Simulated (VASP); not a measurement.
# CeO2 (Fm-3m) in VASP: a series of runs

CeO2 is run at these levels: PBE; tasks: single point.

Everything below comes from runs of VASP 6.6.1. Logs are shortened: lines on timing, memory, paths and dates and some standing lists are left out, and cuts for length are marked.

### 1 The cell of the first run

Symmetry: Fm-3m, No. 225, cubic system. The conventional cell has a = 5.114 Å, b = 5.114 Å, c = 5.114 Å, α = 90.00°, β = 90.00°, γ = 90.00°. Within 2.9 Å of Ce (site symmetry m-3m) lie 8 O at 2.21 Å. Within 2.9 Å of O (site symmetry -43m) lie 4 Ce at 2.21 Å and 6 O at 2.56 Å.

### 2 Single point, PBE

INCAR reads:

```
SYSTEM = CeO2
ALGO = Normal
EDIFF = 1E-6
ENCUT = 600
GGA = PE
GGA_COMPAT = .False.
ISIF = 2
ISMEAR = 0
LASPH = .True.
LCHARG = .True.
LELF = .True.
LMAXMIX = 6
LREAL = .False.
LVHAR = .True.
LWAVE = .False.
NBANDS = 19
NELM = 200
PREC = Accurate
SIGMA = 0.01
```

KPOINTS reads:

```
k-points
0
Gamma
  3 3 3
  0 0 0
```

POSCAR reads:

```
CeO2
1.0
    0.0000000000      2.5570381100      2.5570381100
    2.5570381100      0.0000000000      2.5570381100
    2.5570381100      2.5570381100      0.0000000000
Ce O
1 2
Direct
    0.0000000000      0.0000000000      0.0000000000
    0.2500000000      0.2500000000      0.2500000000
    0.7500000000      0.7500000000      0.7500000000
```

Potentials or basis: VASP PAW PBE potentials, release 64 (Ce, O).

Command:

```
$ cat potpaw_PBE.64/Ce/POTCAR potpaw_PBE.64/O/POTCAR > POTCAR
$ mpirun -np 1 vasp_std > vasp.out
```

OUTCAR:

```text
SYSTEM = CeO2
   EDIFF = 1E-6
   ENCUT = 600
   GGA = PE
   ISIF = 2
   ISMEAR = 0
   LASPH = .True.
   LREAL = .False.
   NELM = 200
   PREC = Accurate

 ion  position               nearest neighbor table
   1  0.000  0.000  0.000-   3 2.21   3 2.21   3 2.21   2 2.21   3 2.21   2 2.21   2 2.21   2 2.21

   2  0.250  0.250  0.250-   1 2.21   1 2.21   1 2.21   1 2.21
   3  0.750  0.750  0.750-   1 2.21   1 2.21   1 2.21   1 2.21

  LATTYP: Found a face centered cubic cell.
 ALAT       =     5.1140762200

  Lattice vectors:

 A1 = (   0.0000000000,   2.5570381100,   2.5570381100)
 A2 = (   2.5570381100,   0.0000000000,   2.5570381100)
 A3 = (   2.5570381100,   2.5570381100,   0.0000000000)

Analysis of symmetry for initial positions (statically):
=====================================================================
 Subroutine PRICEL returns:
 Original cell was already a primitive cell.

 Routine SETGRP: Setting up the symmetry group for a
 face centered cubic supercell.

 Subroutine GETGRP returns: Found 48 space group operations
 (whereof 48 operations were pure point group operations)
 out of a pool of 48 trial point group operations.

The static configuration has the point symmetry O_h .

Analysis of symmetry for dynamics (positions and initial velocities):
=====================================================================
 Subroutine PRICEL returns:
 Original cell was already a primitive cell.

 Routine SETGRP: Setting up the symmetry group for a
 face centered cubic supercell.

 Subroutine GETGRP returns: Found 48 space group operations
 (whereof 48 operations were pure point group operations)
 out of a pool of 48 trial point group operations.

The dynamic configuration has the point symmetry O_h .

 Subroutine INISYM returns: Found 48 space group operations
 (whereof 48 operations are pure point group operations),
 and found     1 'primitive' translations

----------------------------------------------------------------------------------------

                                     Primitive cell

  volume of cell :      33.4381

  direct lattice vectors                    reciprocal lattice vectors
     0.000000000  2.557038110  2.557038110    -0.195538736  0.195538736  0.195538736
     2.557038110  0.000000000  2.557038110     0.195538736 -0.195538736  0.195538736
     2.557038110  2.557038110  0.000000000     0.195538736  0.195538736 -0.195538736

  length of vectors
     3.616197975  3.616197975  3.616197975     0.338683026  0.338683026  0.338683026

  position of ions in fractional coordinates (direct lattice)
     0.000000000  0.000000000  0.000000000
     0.250000000  0.250000000  0.250000000
     0.750000000  0.750000000  0.750000000

  ion indices of the primitive-cell ions
   primitive index   ion index
                 1           1
                 2           2
                 3           3

----------------------------------------------------------------------------------------

 KPOINTS: k-points

Automatic generation of k-mesh.
 Grid dimensions read from file:
 generate k-points for:    3    3    3

 Generating k-lattice:

  Cartesian coordinates                     Fractional coordinates (reciprocal lattice)
    -0.065179579  0.065179579  0.065179579     0.333333333  0.000000000  0.000000000
     0.065179579 -0.065179579  0.065179579     0.000000000  0.333333333  0.000000000
     0.065179579  0.065179579 -0.065179579     0.000000000  0.000000000  0.333333333

  Length of vectors
     0.112894342  0.112894342  0.112894342

  Shift w.r.t. Gamma in fractional coordinates (k-lattice)
     0.000000000  0.000000000  0.000000000

 Subroutine IBZKPT returns following result:
 ===========================================

 Found      4 irreducible k-points:

 Following reciprocal coordinates:
            Coordinates               Weight
  0.000000  0.000000  0.000000      1.000000
  0.333333  0.000000  0.000000      8.000000
  0.333333  0.333333  0.000000      6.000000
 -0.333333  0.333333  0.000000     12.000000
   k-points           NKPTS =      4   k-points in BZ     NKDIM =      4   number of bands    NBANDS=     19
   number of dos      NEDOS =    301   number of ions     NIONS =      3
   total plane-waves  NPLWV =  27000
   dimension x,y,z NGX =    30 NGY =   30 NGZ =   30
   dimension x,y,z NGXF=    60 NGYF=   60 NGZF=   60
   ions per type =               1   2
   NGX,Y,Z   is equivalent  to a cutoff of  13.79, 13.79, 13.79 a.u.
   NGXF,Y,Z  is equivalent  to a cutoff of  27.58, 27.58, 27.58 a.u.
 SYSTEM =  CeO2
   PREC   = accura    normal or accurate (medium, high low for compatibility)
   ISTART =      0    job   : 0-new  1-cont  2-samecut
   ICHARG =      2    charge: 1-file 2-atom 10-const
   ISPIN  =      1    spin polarized calculation?
   LNONCOLLINEAR =      F non collinear calculations
   LSORBIT =      F    spin-orbit coupling
   LASPH  =      T    aspherical Exc in radial PAW
   ENCUT  =  600.0 eV  44.10 Ry    6.64 a.u.   7.22  7.22  7.22*2*pi/ulx,y,z
   NELM   =    200;   NELMIN=  2; NELMDL= -5     # of ELM steps
   EDIFF  = 0.1E-05   stopping-criterion for ELM
   LREAL  =      F    real-space projection
   EDIFFG = 0.1E-04   stopping-criterion for IOM
   NSW    =      0    number of steps for IOM
   IBRION =     -1    ionic relax: 0-MD 1-quasi-New 2-CG
   NFREE  =      0    steps in history (QN), initial steepest desc. (CG)
   ISIF   =      2    stress and relaxation
   ISYM   =      2    0-nonsym 1-usesym 2-fastsym
   POTIM  = 0.5000    time-step for ionic-motion
   TEBEG  =    0.0;   TEEND  =   0.0 temperature during run
   PSTRESS=    0.0 pullay stress
   NELECT =      24.0000    total number of electrons
   NUPDOWN=      -1.0000    fix difference up-down
   EMIN   =  10.00;   EMAX   =-10.00  energy-range for DOS
   EFERMI =   0.00;   METHOD = LEGACY
   ISMEAR =     0;   SIGMA  =   0.01  broadening in eV -4-tet -1-fermi 0-gaus
   EFERMI_NEDOS =   21; number of points for ismear=-14 and -15
   IALGO  =     38    algorithm
   IMIX   =      4    mixing-type and parameters
     AMIX     =   0.40;   BMIX     =  1.00
     AMIX_MAG =   1.60;   BMIX_MAG =  1.00
  volume/ion in A,a.u.               =      11.15        75.22
  Fermi-wavevector in a.u.,A,eV,Ry     =   1.465766  2.769897 29.231718  2.148471
  Thomas-Fermi vector in A             =   2.581584
   LORBIT       =      0    0 simple, 1 ext, 2 COOP (PROOUT), +10 PAW based schemes
   GGA     = PE    functional components
   LHFCALC =     F    Hartree Fock is set to
   AEXX    =    0.0000 exact exchange contribution
   IVDW    =     0    specifies the selected vdW correction
   LEPSILON=     F    determine dielectric tensor
   LRPA    =     F    only Hartree local field effects (RPA)
 non-spin polarized calculation
 Gauss-broadening in eV      SIGMA  =   0.01
  energy-cutoff  :      600.00
  volume of cell :       33.44
 maximum number of plane-waves:      1139
 NGX is ok and might be reduce to    30
   NGX = 15   NGY = 15   NGZ = 15

 number of electron      23.9999993 magnetization

 Free energy of the ion-electron system (eV)
  ---------------------------------------------------
  ext. energy  EPLUGINS =         0.00000000
  ---------------------------------------------------
  free energy    TOTEN  =       -25.19315082 eV

  energy without entropy =      -25.19315082  energy(sigma->0) =      -25.19315082

 E-fermi :   7.2655     XC(G=0): -12.2717

 val. band max:        7.1790335943   @ k =  -0.3333   0.3333   0.0000
 cond. band min:       9.8552930621   @ k =  -0.3333   0.3333   0.0000
 fundamental gap:      2.6762594678
 Fermi energy:         7.2655038142

 k-point     1 :       0.0000    0.0000    0.0000
  band No.  band energies     occupation
      1     -24.9969      2.00000
      2      -9.3390      2.00000
      3      -8.5938      2.00000
      4      -6.8252      2.00000
      5      -6.8252      2.00000
      6      -6.8252      2.00000
[... 11 lines left out ...]
     18      11.1495      0.00000
     19      11.1495      0.00000

 k-point     2 :       0.3333    0.0000    0.0000
  band No.  band energies     occupation
      1     -24.6488      2.00000
      2     -11.8481      2.00000
      3      -9.3674      2.00000
      4      -7.1738      2.00000
      5      -7.1738      2.00000
      6      -4.5051      2.00000
[... 11 lines left out ...]
     18      10.9126      0.00000
     19      10.9465      0.00000

 k-point     3 :       0.3333    0.3333    0.0000
  band No.  band energies     occupation
      1     -24.5296      2.00000
      2     -12.2056      2.00000
      3      -9.4360      2.00000
      4      -7.6908      2.00000
      5      -7.6908      2.00000
      6      -3.5424      2.00000
[... 11 lines left out ...]
     18      10.7321      0.00000
     19      11.0442      0.00000

 k-point     4 :      -0.3333    0.3333    0.0000
  band No.  band energies     occupation
      1     -24.3992      2.00000
      2     -11.9328      2.00000
      3     -11.5134      2.00000
      4      -7.5965      2.00000
      5      -5.7193      2.00000
      6      -4.3870      2.00000
[... 11 lines left out ...]
     18      10.6181      0.00000
     19      11.2700      0.00000

------------------------ aborting loop because EDIFF is reached ----------------------------------------

  FORCE on cell =-STRESS in cart. coord.  units (eV):
  Direction    XX          YY          ZZ          XY          YZ          ZX
  --------------------------------------------------------------------------------------
  -------------------------------------------------------------------------------------
  Total       11.1104374     11.1104374     11.1104374      0.0000000     -0.0000000      0.0000000
  in kB      532.3535335    532.3535335    532.3535335      0.0000000     -0.0000000      0.0000000
  external PRESSURE =     532.3535335 kB  Pullay stress =       0.0000000 kB

 VOLUME and BASIS-vectors are now :
 -----------------------------------------------------------------------------
  energy-cutoff  :      600.00
  volume of cell :       33.44
      direct lattice vectors                 reciprocal lattice vectors
     0.000000000  2.557038110  2.557038110    -0.195538736  0.195538736  0.195538736
     2.557038110  0.000000000  2.557038110     0.195538736 -0.195538736  0.195538736
     2.557038110  2.557038110  0.000000000     0.195538736  0.195538736 -0.195538736

 POSITION                                       TOTAL-FORCE (eV/Angst)
 -----------------------------------------------------------------------------------
      0.00000      0.00000      0.00000         0.000000      0.000000      0.000000
      1.27852      1.27852      1.27852        -0.000000     -0.000000     -0.000000
      3.83556      3.83556      3.83556         0.000000      0.000000      0.000000
 -----------------------------------------------------------------------------------
    total drift:                                0.000000     -0.000000      0.000000

  FREE ENERGIE OF THE ION-ELECTRON SYSTEM (eV)
  ---------------------------------------------------
  free  energy   TOTEN  =       -25.1931508217 eV

  energy  without entropy=      -25.1931508217  energy(sigma->0) =      -25.19315082
```

It took 21 s on 1 thread of Intel Xeon 8259CL, shared host; peak memory 0.18 GiB.

Results:

```yaml
Free_energy: -25.1932 eV
Pressure: 53.2 GPa
Band_gap_on_the_k_mesh: 2.68 eV
```

Caveat: the k points lie up to 0.71 Å⁻¹ apart; spin-orbit coupling is left out, which moves the levels of the heavy elements; an odd mesh through Γ misses points on the zone boundary, where band edges can lie.

### 3 Single point, PBE

This run uses another cell than the first one, of 12.57 Å³/atom.

INCAR reads:

```
SYSTEM = CeO2
PREC = Accurate
ENCUT = 600
EDIFF = 1E-6
ISMEAR = 0
SIGMA = 0.01
LREAL = .FALSE.
LASPH = .TRUE.
NELM = 200
ALGO = Normal
ISIF = 2
LWAVE = .FALSE.
LCHARG = .TRUE.
GGA = PE
LELF = .TRUE.
LVHAR = .TRUE.
NBANDS = 19
GGA_COMPAT = .FALSE.
LMAXMIX = 6
```

KPOINTS reads:

```
regular mesh
0
G
  3 3 3
  0 0 0
```

POSCAR reads:

```
CeO2
1.0
    0.0000000000      2.6615208400      2.6615208400
    2.6615208400      0.0000000000      2.6615208400
    2.6615208400      2.6615208400      0.0000000000
Ce O
1 2
Direct
    0.0000000000      0.0000000000      0.0000000000
    0.2500000000      0.2500000000      0.2500000000
    0.7500000000      0.7500000000      0.7500000000
```

Potentials or basis: VASP PAW PBE potentials, release 64 (Ce, O).

Command:

```
$ cat potpaw_PBE.64/Ce/POTCAR potpaw_PBE.64/O/POTCAR > POTCAR
$ mpirun -np 1 vasp_std > vasp.out
```

It took 22 s on 1 thread of Intel Xeon 8259CL, shared host; peak memory 0.17 GiB.

The run converged. Its results:

- Free energy: -26.0800 eV
- Pressure: 16.0 GPa
- Band gap on the k mesh: 2.29 eV

Levels at points of the mesh, in eV from the valence-band top:
| k point | band 10 | band 11 | band 12 | band 13 | band 14 | band 15 |
| --- | --- | --- | --- | --- | --- | --- |
| (0.00, 0.00, 0.00) | -0.58 | -0.58 | -0.58 | 2.59 | 2.59 | 2.59 |

Caveat: the k points lie up to 0.68 Å⁻¹ apart; spin-orbit coupling is left out, which moves the levels of the heavy elements; an odd mesh through Γ misses points on the zone boundary, where band edges can lie.

### 4 Single point, PBE

This run uses another cell than the first one, of 12.57 Å³/atom.

INCAR reads:

```
PREC     = Accurate       # precision mode
ENCUT    = 600            # plane-wave cutoff, eV
EDIFF    = 1E-6           # SCF threshold, eV
ISMEAR   = 0              # smearing method
SIGMA    = 0.01           # smearing width, eV
LREAL    = False          # projectors in reciprocal space
LASPH    = True           # aspherical terms in the spheres
NELM     = 200            # most SCF steps
ALGO     = Normal         # electronic algorithm
ISIF     = 2              # what is computed and relaxed
LWAVE    = False          # write WAVECAR
LCHARG   = False          # write CHGCAR
GGA      = PE             # functional
NBANDS   = 19             # bands
GGA_COMPAT= False        
LMAXMIX  = 6              # l up to which the mixer works
```

KPOINTS reads:

```
Automatic mesh
0
Gamma
  3 3 3
```

POSCAR is that of step 3.

Command:

```
$ cat potpaw_PBE.64/Ce/POTCAR potpaw_PBE.64/O/POTCAR > POTCAR
$ mpirun -np 1 vasp_std > vasp.out
```

It took 20 s on 1 thread of Intel Xeon 8259CL, shared host; peak memory 0.17 GiB.

It converged, with:

| Quantity | Value |
| --- | --- |
| Free energy | -26.0800 eV |
| Pressure | 16.0 GPa |
| Band gap on the k mesh | 2.29 eV |

Levels at points of the mesh, in eV from the valence-band top:
| k point | band 8 | band 9 | band 10 | band 11 | band 12 | band 13 | band 14 | band 15 | band 16 | band 17 |
| --- | --- | --- | --- | --- | --- | --- | --- | --- | --- | --- |
| (0.00, 0.00, 0.00) | -4.05 | -4.05 | -0.58 | -0.58 | -0.58 | 2.59 | 2.59 | 2.59 | 2.88 | 3.30 |

Caveat: the k points lie up to 0.68 Å⁻¹ apart; spin-orbit coupling is left out, which moves the levels of the heavy elements; an odd mesh through Γ misses points on the zone boundary, where band edges can lie. Spin polarisation is off, so any magnetic state and its effect on volume and gap are missing.
